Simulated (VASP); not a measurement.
AlIr:

```
CELL_PARAMETERS angstrom
2.99455 0.00000 0.00000
0.00000 2.99455 0.00000
0.00000 0.00000 2.99455
ATOMIC_POSITIONS crystal
Al 0.00000 0.00000 0.00000
Ir 0.50000 0.50000 0.50000
```

Base run:

```yaml
Program: VASP 6.6.1
Functional: LDA
Potentials_or_basis: VASP PAW LDA potentials, release 64 (Al, Ir_sv_GW)
Cutoff: 560 eV
k_mesh: 11 × 11 × 11
Occupations: fermi-dirac, width 0.03 eV
Spin: collinear spin
Starting_moments: "[0.0, 0.9] μB"
Fixed_moment: 0.9 μB
```

Its results: pressure 1.2 GPa; site moments Al +0.02; Ir +0.82 μB.

Task: After a change of settings the same cell gave: pressure -2.2 GPa; site moments Al +0.01; Ir +0.55 μB. Which change was it?
A. fixed moment from 0.9 μB to 0.2 μB; moments at the start from [0.0, 0.9] to [0.0, 0.2]
B. fixed moment from 0.9 μB to 0.6 μB; moments at the start from [0.0, 0.9] to [0.0, 0.6]
C. fixed moment from 0.9 μB to 1.2 μB; moments at the start from [0.0, 0.9] to [0.0, 1.2]
D. fixed moment from 0.9 μB to 0.4 μB; moments at the start from [0.0, 0.9] to [0.0, 0.4]

Result: B.

Caveats: the total moment is fixed, so each spin has its own Fermi level and the state may be an excited one.
